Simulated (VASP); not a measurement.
NiRu2:

```
CELL_PARAMETERS angstrom
0.00000 3.30111 3.30111
3.30111 0.00000 3.30111
3.30111 3.30111 0.00000
ATOMIC_POSITIONS crystal
Ni 0.00000 0.00000 0.00000
Ni 0.25000 0.25000 0.25000
Ru 0.62500 0.62500 0.62500
Ru 0.12500 0.62500 0.62500
Ru 0.62500 0.62500 0.12500
Ru 0.62500 0.12500 0.62500
```

```yaml
Program: VASP 6.6.1
Task: relaxation of cell and atoms
Functional: PBE
Potentials_or_basis: VASP PAW PBE potentials, release 64 (Ni, Ru_pv)
Cutoff: 600 eV
k_mesh: 4 × 4 × 4
Occupations: gaussian, width 0.1 eV
Spin: collinear spin, ferromagnetic start
Starting_moments: "[0.38, 0.38, 0.31, 0.31, 0.31, 0.31] μB"
```

At the start: pressure 63.8 GPa; volume 11.99 Å³/atom.

Question: Where does the relaxation end?

Answer: Over 5 steps the energy falls by 416.0 meV/atom and the volume is 14.49 Å³/atom (+20.8 %); space group Fd-3m (No. 227, to 0.05 Å); moment 0.00 μB per cell.

Step by step:
```
step  energy change (eV)  largest force (eV/Å)  pressure (GPa)  volume (Å³)
   1              0.0000                0.0000           63.75        71.95
   2              4.8027                0.0000          -32.50       133.94
   3             -2.4444                0.0000           -5.99        89.64
   4             -2.4926                0.0000           -1.69        87.66
   5             -2.4962                0.0000            0.08        86.94
```

Final structure:
```yaml
crystal:
  lattice:
    - [0.00000, 3.51608, 3.51608]
    - [3.51608, 0.00000, 3.51608]
    - [3.51608, 3.51608, 0.00000]
  atoms:
    - { symbol: Ni, position: [0.00000, 0.00000, 0.00000] }
    - { symbol: Ni, position: [0.25000, 0.25000, 0.25000] }
    - { symbol: Ru, position: [0.62500, 0.62500, 0.62500] }
    - { symbol: Ru, position: [0.12500, 0.62500, 0.62500] }
    - { symbol: Ru, position: [0.62500, 0.62500, 0.12500] }
    - { symbol: Ru, position: [0.62500, 0.12500, 0.62500] }
```

Caveat: the k points lie up to 0.39 Å⁻¹ apart in the final cell; the volume moved by over 15 % at a fixed basis, so the end points are rough.
